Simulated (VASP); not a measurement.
# Os in VASP: notebook

Runs on Os. Level: PBEsol. Tasks: electric field gradients.

Program: VASP 6.6.1. These are calculated values, not measurements. Logs are shortened: lines on timing, memory, paths and dates and some standing lists are left out, and cuts for length are marked.

### 1 The cell of the first run

The structure is cubic, space group Fm-3m (No. 225). The conventional cell has a = 3.966 Å, b = 3.966 Å, c = 3.966 Å, α = 90.00°, β = 90.00°, γ = 90.00°. Os (site symmetry m-3m) has 12 Os at 2.80 Å within 3.7 Å.

This isn't the form of Os at room conditions, which is hcp.

### 2 Electric field gradients, PBEsol (15.60 Å³/atom)

Contents of INCAR:

```
PREC = Accurate ; ENCUT = 520
EDIFF = 1E-8 ; ISMEAR = -1
SIGMA = 0.03 ; LREAL = F
LASPH = T ; NELM = 60
ALGO = Normal ; ISIF = 2
LWAVE = F ; LCHARG = F
GGA = PS ; LEFG = T
NBANDS = 10
```

Contents of KPOINTS:

```
regular mesh
0
Gamma
  14 14 14
```

Contents of POSCAR:

```
Os
1.0
    0.0000000000      1.9831469396      1.9831469396
    1.9831469396      0.0000000000      1.9831469396
    1.9831469396      1.9831469396      0.0000000000
Os
1
Direct
    0.0000000000      0.0000000000      0.0000000000
```

Potentials or basis: VASP PAW PBE potentials, release 64 (Os).

Command:

```sh
cat potpaw_PBE.64/Os/POTCAR > POTCAR
mpirun -np 1 vasp_std > vasp.out
```

OUTCAR:

```text
PREC = Accurate
   ENCUT = 520
   EDIFF = 1E-8
   ISMEAR = -1
   LREAL = F
   LASPH = T
   NELM = 60
   ISIF = 2
   GGA = PS

 ion  position               nearest neighbor table
   1  0.000  0.000  0.000-

  LATTYP: Found a face centered cubic cell.
 ALAT       =     3.9662938792

  Lattice vectors:

 A1 = (   0.0000000000,   1.9831469396,   1.9831469396)
 A2 = (   1.9831469396,   0.0000000000,   1.9831469396)
 A3 = (   1.9831469396,   1.9831469396,   0.0000000000)

Analysis of symmetry for initial positions (statically):
=====================================================================
 Subroutine PRICEL returns:
 Original cell was already a primitive cell.

 Routine SETGRP: Setting up the symmetry group for a
 face centered cubic supercell.

 Subroutine GETGRP returns: Found 48 space group operations
 (whereof 48 operations were pure point group operations)
 out of a pool of 48 trial point group operations.

The static configuration has the point symmetry O_h .

Analysis of symmetry for dynamics (positions and initial velocities):
=====================================================================
 Subroutine PRICEL returns:
 Original cell was already a primitive cell.

 Routine SETGRP: Setting up the symmetry group for a
 face centered cubic supercell.

 Subroutine GETGRP returns: Found 48 space group operations
 (whereof 48 operations were pure point group operations)
 out of a pool of 48 trial point group operations.

The dynamic configuration has the point symmetry O_h .

 Subroutine INISYM returns: Found 48 space group operations
 (whereof 48 operations are pure point group operations),
 and found     1 'primitive' translations

----------------------------------------------------------------------------------------

                                     Primitive cell

  volume of cell :      15.5989

  direct lattice vectors                    reciprocal lattice vectors
     0.000000000  1.983146940  1.983146940    -0.252124535  0.252124535  0.252124535
     1.983146940  0.000000000  1.983146940     0.252124535 -0.252124535  0.252124535
     1.983146940  1.983146940  0.000000000     0.252124535  0.252124535 -0.252124535

  length of vectors
     2.804593298  2.804593298  2.804593298     0.436692504  0.436692504  0.436692504

  position of ions in fractional coordinates (direct lattice)
     0.000000000  0.000000000  0.000000000

  ion indices of the primitive-cell ions
   primitive index   ion index
                 1           1

----------------------------------------------------------------------------------------

 KPOINTS: regular mesh

Automatic generation of k-mesh.
 Grid dimensions read from file:
 generate k-points for:   14   14   14

 Generating k-lattice:

  Cartesian coordinates                     Fractional coordinates (reciprocal lattice)
    -0.018008895  0.018008895  0.018008895     0.071428571  0.000000000  0.000000000
     0.018008895 -0.018008895  0.018008895     0.000000000  0.071428571  0.000000000
     0.018008895  0.018008895 -0.018008895     0.000000000  0.000000000  0.071428571

  Length of vectors
     0.031192322  0.031192322  0.031192322

  Shift w.r.t. Gamma in fractional coordinates (k-lattice)
     0.000000000  0.000000000  0.000000000

 Subroutine IBZKPT returns following result:
 ===========================================

 Found    104 irreducible k-points:

 Following reciprocal coordinates:
            Coordinates               Weight
  0.000000  0.000000  0.000000      1.000000
  0.071429  0.000000  0.000000      8.000000
  0.142857  0.000000  0.000000      8.000000
  0.214286  0.000000  0.000000      8.000000
  0.285714  0.000000  0.000000      8.000000
  0.357143  0.000000  0.000000      8.000000
[... 16 lines left out ...]
  0.214286  0.142857  0.000000     24.000000
  0.285714  0.142857  0.000000     24.000000
 [... further k-points ...]
   k-points           NKPTS =    104   k-points in BZ     NKDIM =    104   number of bands    NBANDS=     10
   number of dos      NEDOS =    301   number of ions     NIONS =      1
   total plane-waves  NPLWV =  13824
   dimension x,y,z NGX =    24 NGY =   24 NGZ =   24
   dimension x,y,z NGXF=    48 NGYF=   48 NGZF=   48
   ions per type =               1
   NGX,Y,Z   is equivalent  to a cutoff of  14.23, 14.23, 14.23 a.u.
   NGXF,Y,Z  is equivalent  to a cutoff of  28.45, 28.45, 28.45 a.u.
 SYSTEM =  unknown system
   PREC   = accura    normal or accurate (medium, high low for compatibility)
   ISTART =      0    job   : 0-new  1-cont  2-samecut
   ICHARG =      2    charge: 1-file 2-atom 10-const
   ISPIN  =      1    spin polarized calculation?
   LNONCOLLINEAR =      F non collinear calculations
   LSORBIT =      F    spin-orbit coupling
   LASPH  =      T    aspherical Exc in radial PAW
   ENCUT  =  520.0 eV  38.22 Ry    6.18 a.u.   5.21  5.21  5.21*2*pi/ulx,y,z
   NELM   =     60;   NELMIN=  2; NELMDL= -5     # of ELM steps
   EDIFF  = 0.1E-07   stopping-criterion for ELM
   LREAL  =      F    real-space projection
   EDIFFG = 0.1E-06   stopping-criterion for IOM
   NSW    =      0    number of steps for IOM
   IBRION =     -1    ionic relax: 0-MD 1-quasi-New 2-CG
   NFREE  =      0    steps in history (QN), initial steepest desc. (CG)
   ISIF   =      2    stress and relaxation
   ISYM   =      2    0-nonsym 1-usesym 2-fastsym
   POTIM  = 0.5000    time-step for ionic-motion
   TEBEG  =    0.0;   TEEND  =   0.0 temperature during run
   PSTRESS=    0.0 pullay stress
   NELECT =       8.0000    total number of electrons
   NUPDOWN=      -1.0000    fix difference up-down
   EMIN   =  10.00;   EMAX   =-10.00  energy-range for DOS
   EFERMI =   0.00;   METHOD = LEGACY
   ISMEAR =    -1;   SIGMA  =   0.03  broadening in eV -4-tet -1-fermi 0-gaus
   EFERMI_NEDOS =   21; number of points for ismear=-14 and -15
   IALGO  =     38    algorithm
   IMIX   =      4    mixing-type and parameters
     AMIX     =   0.40;   BMIX     =  1.00
     AMIX_MAG =   1.60;   BMIX_MAG =  1.00
  volume/ion in A,a.u.               =      15.60       105.27
  Fermi-wavevector in a.u.,A,eV,Ry     =   1.310408  2.476312 23.363511  1.717170
  Thomas-Fermi vector in A             =   2.440941
   LORBIT       =      0    0 simple, 1 ext, 2 COOP (PROOUT), +10 PAW based schemes
   GGA     = PS    functional components
   LHFCALC =     F    Hartree Fock is set to
   AEXX    =    0.0000 exact exchange contribution
   IVDW    =     0    specifies the selected vdW correction
   LEPSILON=     F    determine dielectric tensor
   LRPA    =     F    only Hartree local field effects (RPA)
 non-spin polarized calculation
  energy-cutoff  :      520.00
  volume of cell :       15.60
 maximum number of plane-waves:       444
 NGX is ok and might be reduce to    24
   NGX = 11   NGY = 11   NGZ = 11

 number of electron       8.0000000 magnetization

 Free energy of the ion-electron system (eV)
  ---------------------------------------------------
  ext. energy  EPLUGINS =         0.00000000
  ---------------------------------------------------
  free energy    TOTEN  =       -11.88588362 eV

  energy without entropy =      -11.88113063  energy(sigma->0) =      -11.88350712

 E-fermi :   7.5805     XC(G=0): -13.5380

 val. band max:        7.5804025152   @ k =  -0.3571   0.3571   0.0000
 cond. band min:       7.5887190948   @ k =  -0.4286   0.3571   0.1429
 fundamental gap:      0.0083165796
 Fermi energy:         7.5804907621

 k-point     1 :       0.0000    0.0000    0.0000
  band No.  band energies     occupation
      1      -2.2880      2.00000
      2       5.0524      2.00000
      3       5.0524      2.00000
      4       5.0524      2.00000
      5       7.6352      0.27777
      6       7.6352      0.27777
      7      21.9277      0.00000
      8      27.0874      0.00000
      9      27.0874      0.00000
     10      27.0874      0.00000

 k-point     2 :       0.0714    0.0000    0.0000
  band No.  band energies     occupation
      1      -2.0761      2.00000
      2       4.9324      2.00000
      3       5.1454      2.00000
      4       5.1454      2.00000
      5       7.5739      1.10926
      6       7.5739      1.10926
      7      22.3051      0.00000
      8      25.9975      0.00000
      9      27.4476      0.00000
     10      27.4476      0.00000
[... 274 lines left out ...]
 k-point    24 :       0.2857    0.1429    0.0000
  band No.  band energies     occupation
      1       0.3323      2.00000
      2       3.7114      2.00000
      3       5.3723      2.00000
      4       6.1070      2.00000
      5       7.3571      1.99883
      6       8.5488      0.00000
      7      22.3634      0.00000
      8      25.3282      0.00000
      9      27.1447      0.00000
     10      28.1827      0.00000

 [... further k-points ...]

------------------------ aborting loop because EDIFF is reached ----------------------------------------

  FORCE on cell =-STRESS in cart. coord.  units (eV):
  Direction    XX          YY          ZZ          XY          YZ          ZX
  --------------------------------------------------------------------------------------
  -------------------------------------------------------------------------------------
  Total       -3.5632645     -3.5632645     -3.5632645      0.0000000      0.0000000      0.0000000
  in kB     -365.9855696   -365.9855696   -365.9855696      0.0000000      0.0000000      0.0000000
  external PRESSURE =    -365.9855696 kB  Pullay stress =       0.0000000 kB

 VOLUME and BASIS-vectors are now :
 -----------------------------------------------------------------------------
  energy-cutoff  :      520.00
  volume of cell :       15.60
      direct lattice vectors                 reciprocal lattice vectors
     0.000000000  1.983146940  1.983146940    -0.252124535  0.252124535  0.252124535
     1.983146940  0.000000000  1.983146940     0.252124535 -0.252124535  0.252124535
     1.983146940  1.983146940  0.000000000     0.252124535  0.252124535 -0.252124535

 POSITION                                       TOTAL-FORCE (eV/Angst)
 -----------------------------------------------------------------------------------
      0.00000      0.00000      0.00000        -0.000000      0.000000     -0.000000
 -----------------------------------------------------------------------------------
    total drift:                                0.000000     -0.000000     -0.000000

  FREE ENERGIE OF THE ION-ELECTRON SYSTEM (eV)
  ---------------------------------------------------
  free  energy   TOTEN  =       -11.8858836200 eV

  energy  without entropy=      -11.8811306277  energy(sigma->0) =      -11.88350712

 Electric field gradients (V/A^2)
---------------------------------------------------------------------
 ion       V_xx      V_yy      V_zz      V_xy      V_xz      V_yz
---------------------------------------------------------------------
   1       0.000     0.000     0.000     0.000     0.000     0.000
---------------------------------------------------------------------

 Electric field gradients after diagonalization (V/A^2)
 (convention: |V_zz| > |V_xx| > |V_yy|)
----------------------------------------------------------------------
 ion       V_xx      V_yy      V_zz     asymmetry (V_yy - V_xx)/ V_zz
----------------------------------------------------------------------
   1      -0.000    -0.000     0.000       0.000
----------------------------------------------------------------------

           NMR quadrupolar parameters

 Cq : quadrupolar parameter    Cq=e*Q*V_zz/h
 eta: asymmetry parameters     (V_yy - V_xx)/ V_zz
 Q  : nuclear electric quadrupole moment in mb (millibarn)
----------------------------------------------------------------------
 ion       Cq(MHz)       eta       Q (mb)
----------------------------------------------------------------------
   1       0.000       0.000       1.000
----------------------------------------------------------------------
```

Wall time 29 s (1 thread of Intel Xeon 8259CL, shared host); peak memory 0.15 GiB.

What came out:

```
Free energy                             : -11.8859 eV
Pressure                                : -36.6 GPa
Band gap on the k mesh                  : zero (bands 4 and 5 overlap by 3.28 eV)
Largest electric field gradient by atom : under 0.05 V/Å² on every atom
```

Levels at points of the mesh, in eV from the Fermi level:
```csv
k point,band 2,band 3,band 4,band 5,band 6,band 7
"(0.00, 0.00, 0.00)",-2.53,-2.53,-2.53,0.05,0.05,14.35
"(0.50, 0.00, 0.00)",-2.65,-2.65,-0.14,2.09,2.09,7.69
"(0.50, 0.50, 0.00)",-5.86,2.05,2.17,2.66,2.66,10.58
```

Caveat: the cell stands under tension; the PAW data sets were made with another functional, which shifts forces and pressure a little; spin-orbit coupling is left out, which moves the levels of the heavy elements.

[end of part 1 of 3]

The gap in the log of VASP goes by the Fermi energy; the results here count the filled bands.